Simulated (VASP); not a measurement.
# C24S in VASP: single point with PBE

Aim: the single point of C24S with PBE.

Program: VASP 6.6.1. These are calculated values, not measurements. Logs are shortened: lines on timing, memory, paths and dates and some standing lists are left out, and cuts for length are marked.

### Step 1. The cell of the first run

The cell holds a slab with vacuum, 25 atoms: a = 5.051 Å, b = 5.051 Å, c = 19.875 Å, α = 90.00°, β = 90.00°, γ = 90.00°.

### Step 2. Single point, PBE, collinear spin

Contents of INCAR:

```
SYSTEM = C24S
ALGO = Normal
DIPOL = 0.5 0.5 0.320
EDIFF = 1E-6
ENCUT = 520
GGA = PE
GGA_COMPAT = .False.
IDIPOL = 3
ISIF = 2
ISMEAR = 0
ISPIN = 2
LASPH = .True.
LCHARG = .False.
LDIPOL = .True.
LORBIT = 11
LREAL = .False.
LWAVE = .False.
MAGMOM = 0 0 0 0 0 0 0 0 0 0 0 0 0 0 0 0 0 0 0 0 0 0 0 0 2
NBANDS = 73
NELM = 200
NELMDL = -8
PREC = Accurate
SIGMA = 0.05
```

Contents of KPOINTS:

```
k-points
0
Gamma
  5 5 1
  0 0 0
```

Contents of POSCAR:

```
C24S
1.0
    5.0509324483      0.0000000000      0.0000000000
    0.0000000000      5.0509324483      0.0000000000
    0.0000000000      0.0000000000     19.8754933530
C S
24 1
Direct
    0.0000000000      0.2500000000      0.2012528660
    0.0000000000      0.7500000000      0.2012528660
    0.5000000000      0.2500000000      0.2012528660
    0.5000000000      0.7500000000      0.2012528660
    0.0000000000      0.0000000000      0.2461768903
    0.0000000000      0.5000000000      0.2461768903
    0.5000000000      0.0000000000      0.2461768903
    0.5000000000      0.5000000000      0.2461768903
    0.2500000000      0.0000000000      0.2911009146
    0.2500000000      0.5000000000      0.2911009146
    0.7500000000      0.0000000000      0.2911009146
    0.7500000000      0.5000000000      0.2911009146
    0.2500000000      0.2500000000      0.3350346563
    0.2500000000      0.7500000000      0.3350346563
    0.7500000000      0.2500000000      0.3350346563
    0.7500000000      0.7500000000      0.3350346563
    0.0000000000      0.2500000000      0.3821901768
    0.0000000000      0.7500000000      0.3821901768
    0.5000000000      0.2500000000      0.3821901768
    0.5000000000      0.7500000000      0.3821901768
    0.0000000000      0.0000000000      0.4213980103
    0.0000000000      0.5000000000      0.4213980103
    0.5000000000      0.0000000000      0.4213980103
    0.5000000000      0.5000000000      0.4213980103
    0.0833333333      0.0000000000      0.5019978993
```

Potentials or basis: VASP PAW PBE potentials, release 64 (C, S).

The run is started by

```
> cat potpaw_PBE.64/C/POTCAR potpaw_PBE.64/S/POTCAR > POTCAR
> mpirun -np 1 vasp_std > vasp.out
```

OUTCAR:

```text
SYSTEM = C24S
   EDIFF = 1E-6
   ENCUT = 520
   GGA = PE
   ISIF = 2
   ISMEAR = 0
   ISPIN = 2
   LASPH = .True.
   LORBIT = 11
   LREAL = .False.
   NELM = 200
   NELMDL = -8
   PREC = Accurate

 ion  position               nearest neighbor table
   1  0.000  0.250  0.201-   5 1.55   6 1.55
   2  0.000  0.750  0.201-   5 1.55   6 1.55
   3  0.500  0.250  0.201-   7 1.55   8 1.55
   4  0.500  0.750  0.201-   7 1.55   8 1.55
   5  0.000  0.000  0.246-   1 1.55   2 1.55   9 1.55  11 1.55
   6  0.000  0.500  0.246-   1 1.55   2 1.55  10 1.55  12 1.55
   7  0.500  0.000  0.246-   3 1.55   4 1.55   9 1.55  11 1.55
   8  0.500  0.500  0.246-   3 1.55   4 1.55  10 1.55  12 1.55
   9  0.250  0.000  0.291-  13 1.54  14 1.54   5 1.55   7 1.55
  10  0.250  0.500  0.291-  13 1.54  14 1.54   6 1.55   8 1.55
[... 8 lines left out ...]
  19  0.500  0.250  0.382-  23 1.48  24 1.48  13 1.57  15 1.57
  20  0.500  0.750  0.382-  23 1.48  24 1.48  14 1.57  16 1.57
  21  0.000  0.000  0.421-  17 1.48  18 1.48  25 1.66
  22  0.000  0.500  0.421-  17 1.48  18 1.48
  23  0.500  0.000  0.421-  19 1.48  20 1.48
  24  0.500  0.500  0.421-  19 1.48  20 1.48
  25  0.083  0.000  0.502-  21 1.66

  LATTYP: Found a simple tetragonal cell.
 ALAT       =     5.0509324483
 C/A-ratio  =     3.9350146842

  Lattice vectors:

 A1 = (   5.0509324483,   0.0000000000,   0.0000000000)
 A2 = (   0.0000000000,   5.0509324483,   0.0000000000)
 A3 = (   0.0000000000,   0.0000000000,  19.8754933530)

Analysis of symmetry for initial positions (statically):
=====================================================================
 Subroutine PRICEL returns:
 Original cell was already a primitive cell.

 Routine SETGRP: Setting up the symmetry group for a
 simple tetragonal supercell.

 Subroutine GETGRP returns: Found  2 space group operations
 (whereof  2 operations were pure point group operations)
 out of a pool of 16 trial point group operations.

The static configuration has the point symmetry C_1h.

Analysis of symmetry for dynamics (positions and initial velocities):
=====================================================================
 Subroutine PRICEL returns:
 Original cell was already a primitive cell.

 Routine SETGRP: Setting up the symmetry group for a
 simple tetragonal supercell.

 Subroutine GETGRP returns: Found  2 space group operations
 (whereof  2 operations were pure point group operations)
 out of a pool of 16 trial point group operations.

The dynamic configuration has the point symmetry C_1h.

Analysis of structural, dynamic, and magnetic symmetry:
=====================================================================
 Subroutine PRICEL returns:
 Original cell was already a primitive cell.

 Routine SETGRP: Setting up the symmetry group for a
 simple tetragonal supercell.

 Subroutine GETGRP returns: Found  2 space group operations
 (whereof  2 operations were pure point group operations)
 out of a pool of 16 trial point group operations.

The overall configuration has the point symmetry C_1h.

 Subroutine INISYM returns: Found  2 space group operations
 (whereof  2 operations are pure point group operations),
 and found     1 'primitive' translations

----------------------------------------------------------------------------------------

                                     Primitive cell

  volume of cell :     507.0620

  direct lattice vectors                    reciprocal lattice vectors
     5.050932448  0.000000000  0.000000000     0.197983246  0.000000000  0.000000000
     0.000000000  5.050932448  0.000000000     0.000000000  0.197983246  0.000000000
     0.000000000  0.000000000 19.875493353     0.000000000  0.000000000  0.050313216

  length of vectors
     5.050932448  5.050932448 19.875493353     0.197983246  0.197983246  0.050313216

  position of ions in fractional coordinates (direct lattice)
     0.000000000  0.250000000  0.201252866
     0.000000000  0.750000000  0.201252866
     0.500000000  0.250000000  0.201252866
     0.500000000  0.750000000  0.201252866
     0.000000000  0.000000000  0.246176890
     0.000000000  0.500000000  0.246176890
[... 17 lines left out ...]
     0.500000000  0.500000000  0.421398010
     0.083333333  0.000000000  0.501997899

  ion indices of the primitive-cell ions
   primitive index   ion index
                 1           1
                 2           2
                 3           3
                 4           4
                 5           5
                 6           6
[... 49 lines left out ...]
  0.200000  0.000000  0.000000      2.000000
  0.000000  0.200000  0.000000      2.000000
  0.400000  0.000000  0.000000      2.000000
  0.000000  0.400000  0.000000      2.000000
  0.200000  0.200000  0.000000      4.000000
  0.400000  0.200000  0.000000      4.000000
 -0.200000  0.400000  0.000000      4.000000
  0.400000  0.400000  0.000000      4.000000
   k-points           NKPTS =      9   k-points in BZ     NKDIM =      9   number of bands    NBANDS=     73
   number of dos      NEDOS =    301   number of ions     NIONS =     25
   total plane-waves  NPLWV = 240000
   dimension x,y,z NGX =    40 NGY =   40 NGZ =  150
   dimension x,y,z NGXF=    80 NGYF=   80 NGZF=  300
   ions per type =              24   1
   NGX,Y,Z   is equivalent  to a cutoff of  13.17, 13.17, 12.55 a.u.
   NGXF,Y,Z  is equivalent  to a cutoff of  26.33, 26.33, 25.09 a.u.
 SYSTEM =  C24S
   PREC   = accura    normal or accurate (medium, high low for compatibility)
   ISTART =      0    job   : 0-new  1-cont  2-samecut
   ICHARG =      2    charge: 1-file 2-atom 10-const
   ISPIN  =      2    spin polarized calculation?
   LNONCOLLINEAR =      F non collinear calculations
   LSORBIT =      F    spin-orbit coupling
   LASPH  =      T    aspherical Exc in radial PAW
   ENCUT  =  520.0 eV  38.22 Ry    6.18 a.u.   9.39  9.39 36.96*2*pi/ulx,y,z
   NELM   =    200;   NELMIN=  2; NELMDL= -8     # of ELM steps
   EDIFF  = 0.1E-05   stopping-criterion for ELM
   LREAL  =      F    real-space projection
   EDIFFG = 0.1E-04   stopping-criterion for IOM
   NSW    =      0    number of steps for IOM
   IBRION =     -1    ionic relax: 0-MD 1-quasi-New 2-CG
   NFREE  =      0    steps in history (QN), initial steepest desc. (CG)
   ISIF   =      2    stress and relaxation
   ISYM   =      2    0-nonsym 1-usesym 2-fastsym
   POTIM  = 0.5000    time-step for ionic-motion
   TEBEG  =    0.0;   TEEND  =   0.0 temperature during run
   PSTRESS=    0.0 pullay stress
   NELECT =     102.0000    total number of electrons
   NUPDOWN=      -1.0000    fix difference up-down
   EMIN   =  10.00;   EMAX   =-10.00  energy-range for DOS
   EFERMI =   0.00;   METHOD = LEGACY
   ISMEAR =     0;   SIGMA  =   0.05  broadening in eV -4-tet -1-fermi 0-gaus
   EFERMI_NEDOS =   21; number of points for ismear=-14 and -15
   IALGO  =     38    algorithm
   IMIX   =      4    mixing-type and parameters
     AMIX     =   0.40;   BMIX     =  1.00
     AMIX_MAG =   1.60;   BMIX_MAG =  1.00
  volume/ion in A,a.u.               =      20.28       136.87
  Fermi-wavevector in a.u.,A,eV,Ry     =   0.959227  1.812675 12.518933  0.920116
  Thomas-Fermi vector in A             =   2.088404
   LORBIT       =     11    0 simple, 1 ext, 2 COOP (PROOUT), +10 PAW based schemes
   GGA     = PE    functional components
   LHFCALC =     F    Hartree Fock is set to
   AEXX    =    0.0000 exact exchange contribution
   IVDW    =     0    specifies the selected vdW correction
   LEPSILON=     F    determine dielectric tensor
   LRPA    =     F    only Hartree local field effects (RPA)
 spin polarized calculation
 Gauss-broadening in eV      SIGMA  =   0.05
  energy-cutoff  :      520.00
  volume of cell :      507.06
 maximum number of plane-waves:     13705
 NGX is ok and might be reduce to    40
   NGX = 19   NGY = 19   NGZ = 73

 dipolmoment           0.000000      0.000000      0.415623 electrons x Angstroem

 number of electron     102.0000004 magnetization       0.1396016

 dipolmoment           0.000000      0.000000     -0.217112 electrons x Angstroem

 Free energy of the ion-electron system (eV)
  ---------------------------------------------------
  ext. energy  EPLUGINS =         0.00000000
  ---------------------------------------------------
  free energy    TOTEN  =      -197.16349879 eV

  energy without entropy =     -197.15515562  energy(sigma->0) =     -197.15932721

 E-fermi :  -1.9009     XC(G=0):  -5.0289

 val. band max:       -1.9334401304   @ k =   0.2000   0.0000   0.0000
 cond. band min:      -1.8970658127   @ k =   0.0000   0.4000   0.0000
 fundamental gap:      0.0363743177
 Fermi energy:        -1.9009049440

 spin component 1

 k-point     1 :       0.0000    0.0000    0.0000
  band No.  band energies     occupation
      1     -22.7659      1.00000
      2     -20.2023      1.00000
      3     -18.5838      1.00000
      4     -18.5728      1.00000
      5     -18.5039      1.00000
      6     -18.4032      1.00000
[... 583 lines left out ...]
     62       5.0533      0.00000
     63       5.3671      0.00000
 Fermi energy:        -1.9009049440

 spin component 2

 k-point     1 :       0.0000    0.0000    0.0000
  band No.  band energies     occupation
      1     -22.7642      1.00000
      2     -20.1990      1.00000
      3     -18.5834      1.00000
      4     -18.5717      1.00000
      5     -18.5021      1.00000
      6     -18.4017      1.00000
[... 583 lines left out ...]
     62       5.0600      0.00000
     63       5.3740      0.00000
 [bands above 63 left out]

------------------------ aborting loop because EDIFF is reached ----------------------------------------

 vacuum level on the upper side and lower side of the slab       (xc-potential included)        -0.761         0.731

  FORCE on cell =-STRESS in cart. coord.  units (eV):
  Direction    XX          YY          ZZ          XY          YZ          ZX
  --------------------------------------------------------------------------------------
  -------------------------------------------------------------------------------------
  Total      -21.6945554     -3.3910386     -4.6145426      0.0000000      0.0000000      3.4575672
  in kB      -68.5488698    -10.7147559    -14.5806944      0.0000000      0.0000000     10.9249679
  external PRESSURE =     -31.2814400 kB  Pullay stress =       0.0000000 kB

 VOLUME and BASIS-vectors are now :
 -----------------------------------------------------------------------------
  energy-cutoff  :      520.00
  volume of cell :      507.06
      direct lattice vectors                 reciprocal lattice vectors
     5.050932448  0.000000000  0.000000000     0.197983246  0.000000000  0.000000000
     0.000000000  5.050932448  0.000000000     0.000000000  0.197983246  0.000000000
     0.000000000  0.000000000 19.875493353     0.000000000  0.000000000  0.050313216

 POSITION                                       TOTAL-FORCE (eV/Angst)
 -----------------------------------------------------------------------------------
      0.00000      1.26273      4.00000         0.083360     -0.002471      2.168823
      0.00000      3.78820      4.00000         0.083360      0.002471      2.168823
      2.52547      1.26273      4.00000        -0.053418     -0.046154      2.214500
      2.52547      3.78820      4.00000        -0.053418      0.046154      2.214500
      0.00000      0.00000      4.89289        -0.098386      0.000000     -2.512125
      0.00000      2.52547      4.89289        -0.101704      0.000000     -2.523395
[... 17 lines left out ...]
      2.52547      2.52547      8.37549         0.008177      0.000000     -0.082436
      0.42091      0.00000      9.97746         1.419010      0.000000     -0.082934
 -----------------------------------------------------------------------------------
    total drift:                                0.000067      0.000000      0.000125

  FREE ENERGIE OF THE ION-ELECTRON SYSTEM (eV)
  ---------------------------------------------------
  free  energy   TOTEN  =      -197.1634987874 eV

  energy  without entropy=     -197.1551556235  energy(sigma->0) =     -197.15932721

 vacuum level on the upper side and lower side of the slab         4.012         5.550

 total charge

# of ion       s       p       d       tot
------------------------------------------
    1        0.882   1.375   0.000   2.257
    2        0.882   1.375   0.000   2.257
    3        0.885   1.372   0.000   2.257
    4        0.885   1.372   0.000   2.257
    5        0.833   1.709   0.000   2.542
    6        0.832   1.710   0.000   2.541
[... 17 lines left out ...]
   24        0.891   1.460   0.000   2.351
   25        1.375   2.274   0.000   3.649
--------------------------------------------------
tot         21.839  41.339   0.000  63.178

 magnetization (x)

# of ion       s       p       d       tot
------------------------------------------
    1        0.007   0.010   0.000   0.018
    2        0.007   0.010   0.000   0.018
    3        0.008   0.014   0.000   0.022
    4        0.008   0.014   0.000   0.022
    5        0.000   0.001   0.000   0.001
    6        0.000   0.001   0.000   0.002
[... 17 lines left out ...]
   24        0.000   0.002   0.000   0.002
   25        0.000   0.004   0.000   0.004
--------------------------------------------------
tot          0.032   0.058   0.000   0.089
```

Wall time 1.7 h (1 thread of Intel Xeon 8259CL, shared host); peak memory 0.99 GiB.

What came out:

* Free energy: -197.1635 eV
* Largest force: 2.569 eV/Å
* Net moment: 0.14 μB per cell
* Site moments: C +0.02, +0.00, -0.00 (each value once); S +0.00 μB
* Valence electrons inside the program's atomic spheres: C 2.26, 2.54, 2.56, 2.59, 2.58, 2.53, 2.34, 2.36, 2.35 (each value once); S 3.65

Forces on the atoms (eV/Å):
```
C    0.083 -0.002  2.169
C    0.083  0.002  2.169
C   -0.053 -0.046  2.215
C   -0.053  0.046  2.215
C   -0.098  0.000 -2.512
C   -0.102  0.000 -2.523
C    0.083  0.000 -2.567
C    0.037  0.000 -2.522
C    0.092  0.000  0.271
C    0.053  0.000  0.049
C   -0.045  0.000  0.162
C   -0.251  0.000  0.126
C   -0.234  0.042 -0.078
C   -0.234 -0.042 -0.078
C    0.276 -0.143  0.157
C    0.276  0.143  0.157
C   -0.259  0.584 -0.753
C   -0.259 -0.584 -0.753
C   -0.333  0.215  0.346
C   -0.333 -0.215  0.346
C   -0.797  0.000  0.463
C   -0.058  0.000  0.458
C    0.699  0.000  0.651
C    0.008  0.000 -0.082
S    1.419  0.000 -0.083
```
